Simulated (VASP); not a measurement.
# In (Im-3m) in VASP: a series of runs

Runs on In. Level: LDA. Tasks: single point.

Program: VASP 6.6.1. These are calculated values, not measurements. Logs are shortened: lines on timing, memory, paths and dates and some standing lists are left out, and cuts for length are marked.

### Step 1. The cell of the first run

It takes space group Im-3m (No. 229, cubic). The conventional cell has a = 3.677 Å, b = 3.677 Å, c = 3.677 Å, α = 90.00°, β = 90.00°, γ = 90.00°. In (site symmetry m-3m) has 14 In at 3.18 to 3.68 Å within 4.2 Å.

### Step 2. Single point, LDA

INCAR reads:

```
SYSTEM = In
ALGO = Normal ; EDIFF = 1E-6
ENCUT = 520 ; ISIF = 2
ISMEAR = -1 ; LASPH = .True.
LCHARG = .False. ; LREAL = .False.
LWAVE = .False. ; NBANDS = 12
NELM = 100 ; PREC = Accurate
SIGMA = 0.1
```

KPOINTS reads:

```
k-points
0
Gamma
  12 12 12
  0 0 0
```

POSCAR reads:

```
In
1.0
   -1.8387316994      1.8387316994      1.8387316994
    1.8387316994     -1.8387316994      1.8387316994
    1.8387316994      1.8387316994     -1.8387316994
In
1
Direct
    0.0000000000      0.0000000000      0.0000000000
```

Potentials or basis: VASP PAW LDA potentials, release 64 (In_d).

The run is started by

```bash
> cat potpaw_LDA.64/In_d/POTCAR > POTCAR
> mpirun -np 1 vasp_std > vasp.out
```

OUTCAR:

```text
SYSTEM = In
   EDIFF = 1E-6
   ENCUT = 520
   ISIF = 2
   ISMEAR = -1
   LASPH = .True.
   LREAL = .False.
   NELM = 100
   PREC = Accurate

 ion  position               nearest neighbor table
   1  0.000  0.000  0.000-

  LATTYP: Found a body centered cubic cell.
 ALAT       =     3.6774633988

  Lattice vectors:

 A1 = (  -1.8387316994,   1.8387316994,   1.8387316994)
 A2 = (   1.8387316994,  -1.8387316994,   1.8387316994)
 A3 = (   1.8387316994,   1.8387316994,  -1.8387316994)

Analysis of symmetry for initial positions (statically):
=====================================================================
 Subroutine PRICEL returns:
 Original cell was already a primitive cell.

 Routine SETGRP: Setting up the symmetry group for a
 body centered cubic supercell.

 Subroutine GETGRP returns: Found 48 space group operations
 (whereof 48 operations were pure point group operations)
 out of a pool of 48 trial point group operations.

The static configuration has the point symmetry O_h .

Analysis of symmetry for dynamics (positions and initial velocities):
=====================================================================
 Subroutine PRICEL returns:
 Original cell was already a primitive cell.

 Routine SETGRP: Setting up the symmetry group for a
 body centered cubic supercell.

 Subroutine GETGRP returns: Found 48 space group operations
 (whereof 48 operations were pure point group operations)
 out of a pool of 48 trial point group operations.

The dynamic configuration has the point symmetry O_h .

 Subroutine INISYM returns: Found 48 space group operations
 (whereof 48 operations are pure point group operations),
 and found     1 'primitive' translations

----------------------------------------------------------------------------------------

                                     Primitive cell

  volume of cell :      24.8665

  direct lattice vectors                    reciprocal lattice vectors
    -1.838731699  1.838731699  1.838731699     0.000000000  0.271926568  0.271926568
     1.838731699 -1.838731699  1.838731699     0.271926568  0.000000000  0.271926568
     1.838731699  1.838731699 -1.838731699     0.271926568  0.271926568  0.000000000

  length of vectors
     3.184776725  3.184776725  3.184776725     0.384562240  0.384562240  0.384562240

  position of ions in fractional coordinates (direct lattice)
     0.000000000  0.000000000  0.000000000

  ion indices of the primitive-cell ions
   primitive index   ion index
                 1           1

----------------------------------------------------------------------------------------

 KPOINTS: k-points

Automatic generation of k-mesh.
 Grid dimensions read from file:
 generate k-points for:   12   12   12

 Generating k-lattice:

  Cartesian coordinates                     Fractional coordinates (reciprocal lattice)
     0.000000000  0.022660547  0.022660547     0.083333333  0.000000000  0.000000000
     0.022660547  0.000000000  0.022660547     0.000000000  0.083333333  0.000000000
     0.022660547  0.022660547  0.000000000     0.000000000  0.000000000  0.083333333

  Length of vectors
     0.032046853  0.032046853  0.032046853

  Shift w.r.t. Gamma in fractional coordinates (k-lattice)
     0.000000000  0.000000000  0.000000000

 Subroutine IBZKPT returns following result:
 ===========================================

 Found     72 irreducible k-points:

 Following reciprocal coordinates:
            Coordinates               Weight
  0.000000  0.000000  0.000000      1.000000
  0.083333  0.000000  0.000000     12.000000
  0.166667  0.000000  0.000000     12.000000
  0.250000  0.000000  0.000000     12.000000
  0.333333  0.000000  0.000000     12.000000
  0.416667  0.000000  0.000000     12.000000
[... 16 lines left out ...]
  0.333333  0.083333  0.083333     24.000000
  0.416667  0.083333  0.083333     12.000000
 [... further k-points ...]
   k-points           NKPTS =     72   k-points in BZ     NKDIM =     72   number of bands    NBANDS=     12
   number of dos      NEDOS =    301   number of ions     NIONS =      1
   total plane-waves  NPLWV =  13824
   dimension x,y,z NGX =    24 NGY =   24 NGZ =   24
   dimension x,y,z NGXF=    48 NGYF=   48 NGZF=   48
   ions per type =               1
   NGX,Y,Z   is equivalent  to a cutoff of  12.53, 12.53, 12.53 a.u.
   NGXF,Y,Z  is equivalent  to a cutoff of  25.06, 25.06, 25.06 a.u.
 SYSTEM =  In
   PREC   = accura    normal or accurate (medium, high low for compatibility)
   ISTART =      0    job   : 0-new  1-cont  2-samecut
   ICHARG =      2    charge: 1-file 2-atom 10-const
   ISPIN  =      1    spin polarized calculation?
   LNONCOLLINEAR =      F non collinear calculations
   LSORBIT =      F    spin-orbit coupling
   LASPH  =      T    aspherical Exc in radial PAW
   ENCUT  =  520.0 eV  38.22 Ry    6.18 a.u.   5.92  5.92  5.92*2*pi/ulx,y,z
   NELM   =    100;   NELMIN=  2; NELMDL= -5     # of ELM steps
   EDIFF  = 0.1E-05   stopping-criterion for ELM
   LREAL  =      F    real-space projection
   EDIFFG = 0.1E-04   stopping-criterion for IOM
   NSW    =      0    number of steps for IOM
   IBRION =     -1    ionic relax: 0-MD 1-quasi-New 2-CG
   NFREE  =      0    steps in history (QN), initial steepest desc. (CG)
   ISIF   =      2    stress and relaxation
   ISYM   =      2    0-nonsym 1-usesym 2-fastsym
   POTIM  = 0.5000    time-step for ionic-motion
   TEBEG  =    0.0;   TEEND  =   0.0 temperature during run
   PSTRESS=    0.0 pullay stress
   NELECT =      13.0000    total number of electrons
   NUPDOWN=      -1.0000    fix difference up-down
   EMIN   =  10.00;   EMAX   =-10.00  energy-range for DOS
   EFERMI =   0.00;   METHOD = LEGACY
   ISMEAR =    -1;   SIGMA  =   0.10  broadening in eV -4-tet -1-fermi 0-gaus
   EFERMI_NEDOS =   21; number of points for ismear=-14 and -15
   IALGO  =     38    algorithm
   IMIX   =      4    mixing-type and parameters
     AMIX     =   0.40;   BMIX     =  1.00
     AMIX_MAG =   1.60;   BMIX_MAG =  1.00
  volume/ion in A,a.u.               =      24.87       167.81
  Fermi-wavevector in a.u.,A,eV,Ry     =   1.318816  2.492201 23.664287  1.739276
  Thomas-Fermi vector in A             =   2.448759
   LORBIT       =      0    0 simple, 1 ext, 2 COOP (PROOUT), +10 PAW based schemes
   GGA     = CA    functional components
   LHFCALC =     F    Hartree Fock is set to
   AEXX    =    0.0000 exact exchange contribution
   IVDW    =     0    specifies the selected vdW correction
   LEPSILON=     F    determine dielectric tensor
   LRPA    =     F    only Hartree local field effects (RPA)
 non-spin polarized calculation
  energy-cutoff  :      520.00
  volume of cell :       24.87
 maximum number of plane-waves:       688
   NGX = 11   NGY = 11   NGZ = 11

 number of electron      12.9999994 magnetization

 Free energy of the ion-electron system (eV)
  ---------------------------------------------------
  ext. energy  EPLUGINS =         0.00000000
  ---------------------------------------------------
  free energy    TOTEN  =        -3.20524695 eV

  energy without entropy =       -3.18965339  energy(sigma->0) =       -3.19745017

 E-fermi :   7.8145     XC(G=0): -10.7727

 val. band max:        7.8125622190   @ k =  -0.4167   0.4167   0.2500
 cond. band min:       7.9048457228   @ k =   0.2500   0.2500   0.2500
 fundamental gap:      0.0922835037
 Fermi energy:         7.8145316548

 k-point     1 :       0.0000    0.0000    0.0000
  band No.  band energies     occupation
      1      -6.8500      2.00000
      2      -6.8500      2.00000
      3      -6.8500      2.00000
      4      -6.5279      2.00000
      5      -6.5279      2.00000
      6      -2.1060      2.00000
      7      19.3386      0.00000
      8      19.3386      0.00000
      9      19.3386      0.00000
     10      21.0598      0.00000
     11      21.0598      0.00000
     12      21.0598      0.00000

 k-point     2 :       0.0833    0.0000    0.0000
  band No.  band energies     occupation
      1      -6.8589      2.00000
      2      -6.8423      2.00000
      3      -6.8168      2.00000
      4      -6.5374      2.00000
      5      -6.5281      2.00000
      6      -1.9386      2.00000
      7      17.6944      0.00000
      8      18.5579      0.00000
      9      18.9065      0.00000
     10      20.2805      0.00000
     11      20.5739      0.00000
     12      20.9586      0.00000

 k-point     3 :       0.1667    0.0000    0.0000
  band No.  band energies     occupation
      1      -6.8833      2.00000
      2      -6.8287      2.00000
      3      -6.7248      2.00000
      4      -6.5590      2.00000
      5      -6.5287      2.00000
      6      -1.4306      2.00000
      7      14.6946      0.00000
      8      17.1523      0.00000
      9      17.8698      0.00000
     10      19.6138      0.00000
     11      19.8010      0.00000
     12      21.3362      0.00000
[... 286 lines left out ...]
 k-point    23 :       0.3333    0.0833    0.0833
  band No.  band energies     occupation
      1      -6.9512      2.00000
      2      -6.8614      2.00000
      3      -6.5482      2.00000
      4      -6.5289      2.00000
      5      -6.4194      2.00000
      6       2.5384      2.00000
      7       6.6942      1.99997
      8      12.1077      0.00000
      9      13.2734      0.00000
     10      21.0200      0.00000
     11      21.1103      0.00000
     12      25.2447      0.00000

 k-point    24 :       0.4167    0.0833    0.0833
  band No.  band energies     occupation
      1      -6.9584      2.00000
      2      -6.8676      2.00000
      3      -6.5409      2.00000
      4      -6.5281      2.00000
      5      -6.3965      2.00000
      6       4.0824      2.00000
      7       4.8462      2.00000
      8      11.9020      0.00000
      9      13.1174      0.00000
     10      20.9075      0.00000
     11      21.0206      0.00000
     12      25.8510      0.00000

 [... further k-points ...]
[... 5 lines left out ...]
  --------------------------------------------------------------------------------------
  -------------------------------------------------------------------------------------
  Total        0.0084917      0.0084917      0.0084917     -0.0000000     -0.0000000      0.0000000
  in kB        0.5471315      0.5471315      0.5471315     -0.0000000     -0.0000000      0.0000000
  external PRESSURE =       0.5471315 kB  Pullay stress =       0.0000000 kB

 VOLUME and BASIS-vectors are now :
 -----------------------------------------------------------------------------
  energy-cutoff  :      520.00
  volume of cell :       24.87
      direct lattice vectors                 reciprocal lattice vectors
    -1.838731699  1.838731699  1.838731699     0.000000000  0.271926568  0.271926568
     1.838731699 -1.838731699  1.838731699     0.271926568  0.000000000  0.271926568
     1.838731699  1.838731699 -1.838731699     0.271926568  0.271926568  0.000000000

 POSITION                                       TOTAL-FORCE (eV/Angst)
 -----------------------------------------------------------------------------------
      0.00000      0.00000      0.00000        -0.000000      0.000000      0.000000
 -----------------------------------------------------------------------------------
    total drift:                                0.000000      0.000000      0.000000

  FREE ENERGIE OF THE ION-ELECTRON SYSTEM (eV)
  ---------------------------------------------------
  free  energy   TOTEN  =        -3.2052469489 eV

  energy  without entropy=       -3.1896533862  energy(sigma->0) =       -3.19745017
```

Wall time 18 s (1 thread of Intel Xeon 6975P-C, shared host); peak memory 0.14 GiB.

What came out:

```yaml
Free_energy: -3.2052 eV
Pressure: 0.1 GPa
```

Levels at points of the mesh, in eV from the Fermi level:
| k point | band 3 | band 4 | band 5 | band 6 | band 7 | band 8 | band 9 | band 10 |
| --- | --- | --- | --- | --- | --- | --- | --- | --- |
| (0.00, 0.00, 0.00) | -14.66 | -14.34 | -14.34 | -9.92 | 11.52 | 11.52 | 11.52 | 13.25 |
| (0.50, 0.00, 0.00) | -14.36 | -14.34 | -14.14 | -3.98 | -3.39 | 6.07 | 7.50 | 10.49 |
| (0.50, 0.50, 0.50) | -14.19 | -14.19 | -14.19 | 1.22 | 1.22 | 1.22 | 1.26 | 5.51 |

Caveat: spin-orbit coupling is left out, which moves the levels of the heavy elements.

### Step 3. Single point, LDA (volume scaled by 0.88)

INCAR reads:

```
PREC = Accurate
ENCUT = 520
EDIFF = 1E-6
ISMEAR = -1
SIGMA = 0.1
LREAL = False
LASPH = True
NELM = 100
ALGO = Normal
ISIF = 2
LWAVE = False
LCHARG = False
GGA = CA
NBANDS = 12
```

KPOINTS reads:

```
regular mesh
0
Gamma
  14 14 14
```

POSCAR reads:

```
In
1.0
   -1.7620271153      1.7620271153      1.7620271153
    1.7620271153     -1.7620271153      1.7620271153
    1.7620271153      1.7620271153     -1.7620271153
In
1
Direct
    0.0000000000      0.0000000000      0.0000000000
```

Potentials or basis: VASP PAW LDA potentials, release 64 (In_d).

The run is started by

```bash
> cat potpaw_LDA.64/In_d/POTCAR > POTCAR
> mpirun -np 1 vasp_std > vasp.out
```

Wall time 27 s (1 thread of Intel Xeon 6975P-C, shared host); peak memory 0.14 GiB.

The run converged. Its results:

| Property | Result |
| --- | --- |
| Free energy | -3.1386 eV |
| Pressure | 8.6 GPa |

Levels at points of the mesh, in eV from the Fermi level:
| k point | band 3 | band 4 | band 5 | band 6 | band 7 | band 8 | band 9 | band 10 |
| --- | --- | --- | --- | --- | --- | --- | --- | --- |
| (0.00, 0.00, 0.00) | -14.89 | -14.45 | -14.45 | -10.92 | 13.08 | 13.08 | 13.08 | 13.57 |
| (0.50, 0.00, 0.00) | -14.48 | -14.45 | -14.17 | -3.99 | -3.98 | 6.69 | 7.93 | 11.27 |
| (0.50, 0.50, 0.50) | -14.24 | -14.24 | -14.24 | 1.19 | 1.19 | 1.19 | 2.29 | 5.78 |

Caveat: spin-orbit coupling is left out, which moves the levels of the heavy elements.

[end of part 1 of 2]
